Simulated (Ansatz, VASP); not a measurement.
**EuS in VASP and in Ansatz**

Contents of INCAR:

```
SYSTEM = EuS
  PREC = Accurate
  ENCUT = 600
  EDIFF = 1E-6
  ISMEAR = 0
  SIGMA = 0.1
  LREAL = .False.
  LASPH = .True.
  NELM = 200
  ALGO = Normal
  ISIF = 2
  LWAVE = .False.
  LCHARG = .True.
  ISPIN = 2
  MAGMOM = 7 0
  LORBIT = 11
  LMAXMIX = 6
  LDAU = .True.
  LDAUTYPE = 2
  LDAUL = 3 -1
  LDAUU = 8 0
  LDAUJ = 0 0
  LDAUPRINT = 1
  GGA = PE
  LELF = .True.
  LVHAR = .True.
  NBANDS = 22
  GGA_COMPAT = .False.
```

KPOINTS

```
Automatic mesh
0
Gamma
  10 10 10
  0 0 0
```

POSCAR

```
EuS
1.0
    0.0000000000      2.9785000000      2.9785000000
    2.9785000000      0.0000000000      2.9785000000
    2.9785000000      2.9785000000      0.0000000000
Eu S
1 1
Direct
    0.0000000000      0.0000000000      0.0000000000
    0.5000000000      0.5000000000      0.5000000000
```

Input for Ansatz:

```yaml
crystal:
  lattice:
    - [0.0, 2.9785, 2.9785]
    - [2.9785, 0.0, 2.9785]
    - [2.9785, 2.9785, 0.0]
  atoms:
    - { symbol: Eu, position: [0.0, 0.0, 0.0] }
    - { symbol: S, position: [0.5, 0.5, 0.5] }
kpoints:
  mp_grid:
    grid: [10, 10, 10]
    shift: [0.0, 0.0, 0.0]
hamiltonian:
  xc: pbe
  hubbard:
    - { species: Eu, l: f, u_eff: 8.0 }
magnetization:
  spin_polarized: true
  per_species:
    Eu: 7.0
scf:
  occupations:
    method: gaussian
output:
  eigenvalues: true
```

Alike in both runs: task single point; functional PBE; k mesh 10 × 10 × 10; collinear spin; Hubbard terms Eu f U = 8.0 eV.

|  | VASP | Ansatz |
| --- | --- | --- |
| version | VASP 6.6.1 | Ansatz 0.2.0 |
| potentials or method | VASP PAW PBE potentials, release 64 (Eu, S) | plane waves, PAW |
| plane-wave cutoff (eV) | 600 | 420 |
| occupations | gaussian, width 0.1 eV | gaussian |
| valence electrons in the cell | 23 | 23 |

|  | VASP | Ansatz | Ansatz less VASP |
| --- | --- | --- | --- |
| gap on the k mesh at the Fermi level (eV) | 0.93 | 1.06 | +0.129 |
| net moment per atom (μB) | 3.50 | 3.50 | 0.000 |
| size of the moment on the site where the two differ most (μB) | 6.74 | 6.87 | +0.133 |

Site moments also hang on the region over which each program counts them. The programs project onto different local orbitals, so the same U acts differently, and such runs can settle in different states. Ansatz's warnings: stability check not made.

Neither program's run includes spin-orbit coupling.
